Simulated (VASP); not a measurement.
# Tm3F (P4/mmm) in VASP: notebook

Runs on Tm3F. Level: PBE. Tasks: single point, relaxation of cell and atoms.

Program: VASP 6.6.1. These are calculated values, not measurements. Logs are shortened: lines on timing, memory, paths and dates and some standing lists are left out, and cuts for length are marked.

## 1. The cell of the first run

Symmetry: P4/mmm, No. 123, tetragonal system. The conventional cell has a = 5.467 Å, b = 5.467 Å, c = 3.453 Å, α = 90.00°, β = 90.00°, γ = 90.00°. Tm (site symmetry 4/mmm) has 10 Tm at 3.23 to 3.45 Å and 4 F at 3.87 Å within 4.3 Å. Tm (site symmetry mmm) has 10 Tm at 3.23 to 3.87 Å and 4 F at 3.23 Å within 4.3 Å. Within 4.3 Å of F (site symmetry 4/mmm) lie 12 Tm at 3.23 to 3.87 Å and 2 F at 3.45 Å.

The cell was built from a structure type or drawn by symmetry, and may not be a known phase.

## 2. Single point, PBE

INCAR reads:

```
SYSTEM = Tm3F
PREC = Accurate ; ENCUT = 600
EDIFF = 1E-6 ; ISMEAR = 0
SIGMA = 0.1 ; LREAL = .FALSE.
LASPH = .TRUE. ; NELM = 200
ALGO = Normal ; ISIF = 2
LWAVE = .FALSE. ; LCHARG = .FALSE.
GGA = PE ; NBANDS = 25
GGA_COMPAT = .FALSE. ; LMAXMIX = 6
```

KPOINTS reads:

```
regular mesh
0
G
  4 4 4
  0 0 0
```

POSCAR reads:

```
Tm3F
1.0
    5.4668161510      0.0000000000      0.0000000000
    0.0000000000      5.4668161510      0.0000000000
    0.0000000000      0.0000000000      3.4529147768
Tm F
3 1
Direct
    0.5000000000      0.5000000000      0.0000000000
    0.5000000000      0.0000000000      0.5000000000
    0.0000000000      0.5000000000      0.5000000000
    0.0000000000      0.0000000000      0.0000000000
```

Potentials or basis: VASP PAW PBE potentials, release 64 (Tm_3, F), 4f in core.

The run is started by

```bash
> cat potpaw_PBE.64/Tm_3/POTCAR potpaw_PBE.64/F/POTCAR > POTCAR
> mpirun -np 1 vasp_std > vasp.out
```

OUTCAR:

```text
SYSTEM = Tm3F
   PREC = Accurate
   ENCUT = 600
   EDIFF = 1E-6
   ISMEAR = 0
   LREAL = .FALSE.
   LASPH = .TRUE.
   NELM = 200
   ISIF = 2
   GGA = PE

 ion  position               nearest neighbor table
   1  0.500  0.500  0.000-   2 3.23   3 3.23   2 3.23   3 3.23   2 3.23   2 3.23   3 3.23   3 3.23

   2  0.500  0.000  0.500-   1 3.23   1 3.23   1 3.23   1 3.23
   3  0.000  0.500  0.500-   1 3.23   1 3.23   1 3.23   1 3.23
   4  0.000  0.000  0.000-

  LATTYP: Found a simple tetragonal cell.
 ALAT       =     5.4668161510
 C/A-ratio  =     0.6316134806

  Lattice vectors:

 A1 = (   5.4668161510,   0.0000000000,   0.0000000000)
 A2 = (   0.0000000000,   5.4668161510,   0.0000000000)
 A3 = (   0.0000000000,   0.0000000000,   3.4529147768)

Analysis of symmetry for initial positions (statically):
=====================================================================
 Subroutine PRICEL returns:
 Original cell was already a primitive cell.

 Routine SETGRP: Setting up the symmetry group for a
 simple tetragonal supercell.

 Subroutine GETGRP returns: Found 16 space group operations
 (whereof 16 operations were pure point group operations)
 out of a pool of 16 trial point group operations.

The static configuration has the point symmetry D_4h.

Analysis of symmetry for dynamics (positions and initial velocities):
=====================================================================
 Subroutine PRICEL returns:
 Original cell was already a primitive cell.

 Routine SETGRP: Setting up the symmetry group for a
 simple tetragonal supercell.

 Subroutine GETGRP returns: Found 16 space group operations
 (whereof 16 operations were pure point group operations)
 out of a pool of 16 trial point group operations.

The dynamic configuration has the point symmetry D_4h.

 Subroutine INISYM returns: Found 16 space group operations
 (whereof 16 operations are pure point group operations),
 and found     1 'primitive' translations

----------------------------------------------------------------------------------------

                                     Primitive cell

  volume of cell :     103.1941

  direct lattice vectors                    reciprocal lattice vectors
     5.466816151  0.000000000  0.000000000     0.182921827  0.000000000  0.000000000
     0.000000000  5.466816151  0.000000000     0.000000000  0.182921827  0.000000000
     0.000000000  0.000000000  3.452914777     0.000000000  0.000000000  0.289610391

  length of vectors
     5.466816151  5.466816151  3.452914777     0.182921827  0.182921827  0.289610391

  position of ions in fractional coordinates (direct lattice)
     0.500000000  0.500000000  0.000000000
     0.500000000  0.000000000  0.500000000
     0.000000000  0.500000000  0.500000000
     0.000000000  0.000000000  0.000000000

  ion indices of the primitive-cell ions
   primitive index   ion index
                 1           1
                 2           2
                 3           3
                 4           4

----------------------------------------------------------------------------------------

 KPOINTS: regular mesh

Automatic generation of k-mesh.
 Grid dimensions read from file:
 generate k-points for:    4    4    4

 Generating k-lattice:

  Cartesian coordinates                     Fractional coordinates (reciprocal lattice)
     0.045730457  0.000000000  0.000000000     0.250000000  0.000000000  0.000000000
     0.000000000  0.045730457  0.000000000     0.000000000  0.250000000  0.000000000
     0.000000000  0.000000000  0.072402598     0.000000000  0.000000000  0.250000000

  Length of vectors
     0.045730457  0.045730457  0.072402598

  Shift w.r.t. Gamma in fractional coordinates (k-lattice)
     0.000000000  0.000000000  0.000000000

 Subroutine IBZKPT returns following result:
 ===========================================

 Found     18 irreducible k-points:

 Following reciprocal coordinates:
            Coordinates               Weight
  0.000000  0.000000  0.000000      1.000000
  0.250000  0.000000  0.000000      4.000000
  0.500000  0.000000  0.000000      2.000000
  0.250000  0.250000  0.000000      4.000000
  0.500000  0.250000  0.000000      4.000000
  0.500000  0.500000  0.000000      1.000000
[... 10 lines left out ...]
  0.500000  0.250000  0.500000      4.000000
  0.500000  0.500000  0.500000      1.000000
   k-points           NKPTS =     18   k-points in BZ     NKDIM =     18   number of bands    NBANDS=     25
   number of dos      NEDOS =    301   number of ions     NIONS =      4
   total plane-waves  NPLWV =  64512
   dimension x,y,z NGX =    48 NGY =   48 NGZ =   28
   dimension x,y,z NGXF=    96 NGYF=   96 NGZF=   56
   ions per type =               3   1
   NGX,Y,Z   is equivalent  to a cutoff of  14.60, 14.60, 13.48 a.u.
   NGXF,Y,Z  is equivalent  to a cutoff of  29.19, 29.19, 26.96 a.u.
 SYSTEM =  Tm3F
   PREC   = accura    normal or accurate (medium, high low for compatibility)
   ISTART =      0    job   : 0-new  1-cont  2-samecut
   ICHARG =      2    charge: 1-file 2-atom 10-const
   ISPIN  =      1    spin polarized calculation?
   LNONCOLLINEAR =      F non collinear calculations
   LSORBIT =      F    spin-orbit coupling
   LASPH  =      T    aspherical Exc in radial PAW
   ENCUT  =  600.0 eV  44.10 Ry    6.64 a.u.  10.92 10.92  6.90*2*pi/ulx,y,z
   NELM   =    200;   NELMIN=  2; NELMDL= -5     # of ELM steps
   EDIFF  = 0.1E-05   stopping-criterion for ELM
   LREAL  =      F    real-space projection
[... 7 lines left out ...]
   TEBEG  =    0.0;   TEEND  =   0.0 temperature during run
   PSTRESS=    0.0 pullay stress
   NELECT =      34.0000    total number of electrons
   NUPDOWN=      -1.0000    fix difference up-down
   EMIN   =  10.00;   EMAX   =-10.00  energy-range for DOS
   EFERMI =   0.00;   METHOD = LEGACY
   ISMEAR =     0;   SIGMA  =   0.10  broadening in eV -4-tet -1-fermi 0-gaus
   EFERMI_NEDOS =   21; number of points for ismear=-14 and -15
   IALGO  =     38    algorithm
   IMIX   =      4    mixing-type and parameters
     AMIX     =   0.40;   BMIX     =  1.00
     AMIX_MAG =   1.60;   BMIX_MAG =  1.00
  volume/ion in A,a.u.               =      25.80       174.10
  Fermi-wavevector in a.u.,A,eV,Ry     =   1.130706  2.136724 17.394982  1.278495
  Thomas-Fermi vector in A             =   2.267403
   LORBIT       =      0    0 simple, 1 ext, 2 COOP (PROOUT), +10 PAW based schemes
   GGA     = PE    functional components
   LHFCALC =     F    Hartree Fock is set to
   AEXX    =    0.0000 exact exchange contribution
   IVDW    =     0    specifies the selected vdW correction
   LEPSILON=     F    determine dielectric tensor
   LRPA    =     F    only Hartree local field effects (RPA)
 non-spin polarized calculation
 Gauss-broadening in eV      SIGMA  =   0.10
  energy-cutoff  :      600.00
  volume of cell :      103.19
 maximum number of plane-waves:      3472
 NGX is ok and might be reduce to    48
   NGX = 21   NGY = 21   NGZ = 13

 number of electron      33.9999999 magnetization

 Free energy of the ion-electron system (eV)
  ---------------------------------------------------
  ext. energy  EPLUGINS =         0.00000000
  ---------------------------------------------------
  free energy    TOTEN  =       -16.84940795 eV

  energy without entropy =      -16.82678609  energy(sigma->0) =      -16.83809702

 E-fermi :   2.7083     XC(G=0):  -9.6240

 val. band max:        2.6919391767   @ k =   0.2500   0.0000   0.5000
 cond. band min:       2.7117751564   @ k =   0.5000   0.5000   0.0000
 fundamental gap:      0.0198359797
 Fermi energy:         2.7083007191

 k-point     1 :       0.0000    0.0000    0.0000
  band No.  band energies     occupation
      1     -23.4024      2.00000
      2     -23.4024      2.00000
      3     -23.2660      2.00000
      4     -23.2660      2.00000
      5     -23.1309      2.00000
      6     -23.0901      2.00000
[... 17 lines left out ...]
     24       6.5050      0.00000
     25       6.8851      0.00000

 k-point     2 :       0.2500    0.0000    0.0000
  band No.  band energies     occupation
      1     -23.3830      2.00000
      2     -23.3726      2.00000
      3     -23.2852      2.00000
      4     -23.2346      2.00000
      5     -23.1224      2.00000
      6     -23.0927      2.00000
[... 17 lines left out ...]
     24       6.1663      0.00000
     25       6.7718      0.00000

 k-point     3 :       0.5000    0.0000    0.0000
  band No.  band energies     occupation
      1     -23.3559      2.00000
      2     -23.3453      2.00000
      3     -23.3227      2.00000
      4     -23.1794      2.00000
      5     -23.1107      2.00000
      6     -23.0985      2.00000
[... 17 lines left out ...]
     24       6.0295      0.00000
     25       6.0795      0.00000

 k-point     4 :       0.2500    0.2500    0.0000
  band No.  band energies     occupation
      1     -23.3914      2.00000
      2     -23.3319      2.00000
      3     -23.2725      2.00000
      4     -23.2164      2.00000
      5     -23.1149      2.00000
      6     -23.0942      2.00000
[... 17 lines left out ...]
     24       5.5858      0.00000
     25       6.4999      0.00000
[... 309 lines left out ...]
 k-point    16 :       0.2500    0.2500    0.5000
  band No.  band energies     occupation
      1     -23.4619      2.00000
      2     -23.4487      2.00000
      3     -23.3449      2.00000
      4     -23.2902      2.00000
      5     -23.2609      2.00000
      6     -23.1092      2.00000
[... 17 lines left out ...]
     24       5.3206      0.00000
     25       5.5390      0.00000

 k-point    17 :       0.5000    0.2500    0.5000
  band No.  band energies     occupation
      1     -23.4862      2.00000
      2     -23.4542      2.00000
      3     -23.3499      2.00000
      4     -23.3159      2.00000
      5     -23.2767      2.00000
      6     -23.1013      2.00000
[... 17 lines left out ...]
     24       5.6545      0.00000
     25       5.7210      0.00000

 k-point    18 :       0.5000    0.5000    0.5000
  band No.  band energies     occupation
      1     -23.4851      2.00000
      2     -23.4851      2.00000
      3     -23.3677      2.00000
      4     -23.3652      2.00000
      5     -23.2616      2.00000
      6     -23.0816      2.00000
[... 17 lines left out ...]
     24       5.4479      0.00000
     25       7.1675      0.00000

------------------------ aborting loop because EDIFF is reached ----------------------------------------

  FORCE on cell =-STRESS in cart. coord.  units (eV):
  Direction    XX          YY          ZZ          XY          YZ          ZX
  --------------------------------------------------------------------------------------
  -------------------------------------------------------------------------------------
  Total        0.3506981      0.3506981      0.1826661      0.0000000      0.0000000      0.0000000
  in kB        5.4448909      5.4448909      2.8360488      0.0000000      0.0000000      0.0000000
  external PRESSURE =       4.5752768 kB  Pullay stress =       0.0000000 kB

 VOLUME and BASIS-vectors are now :
 -----------------------------------------------------------------------------
  energy-cutoff  :      600.00
  volume of cell :      103.19
      direct lattice vectors                 reciprocal lattice vectors
     5.466816151  0.000000000  0.000000000     0.182921827  0.000000000  0.000000000
     0.000000000  5.466816151  0.000000000     0.000000000  0.182921827  0.000000000
     0.000000000  0.000000000  3.452914777     0.000000000  0.000000000  0.289610391

 POSITION                                       TOTAL-FORCE (eV/Angst)
 -----------------------------------------------------------------------------------
      2.73341      2.73341      0.00000         0.000000      0.000000      0.000000
      2.73341      0.00000      1.72646         0.000000      0.000000      0.000000
      0.00000      2.73341      1.72646         0.000000      0.000000      0.000000
      0.00000      0.00000      0.00000         0.000000      0.000000      0.000000
 -----------------------------------------------------------------------------------
    total drift:                                0.000000      0.000000     -0.000000

  FREE ENERGIE OF THE ION-ELECTRON SYSTEM (eV)
  ---------------------------------------------------
  free  energy   TOTEN  =       -16.8494079522 eV

  energy  without entropy=      -16.8267860946  energy(sigma->0) =      -16.83809702
```

Wall time 30 s (1 thread of Intel Xeon 6975P-C (Granite Rapids), shared host); peak memory 0.26 GiB.

What came out:

| Item | Value |
| --- | --- |
| Free energy | -16.8494 eV |
| Pressure | 0.5 GPa |
| Band gap on the k mesh | zero (bands 17 and 18 overlap by 0.77 eV) |

Caveat: the k points lie up to 0.45 Å⁻¹ apart, too coarse for converged energies and pressures of a metal; spin-orbit coupling is left out, which moves the levels of the heavy elements; the 4f electrons are frozen in the core, so they carry no moment and show no levels; the run has no spin polarisation, though such a crystal can be magnetic.

(Part 1 of 3 ends here.)
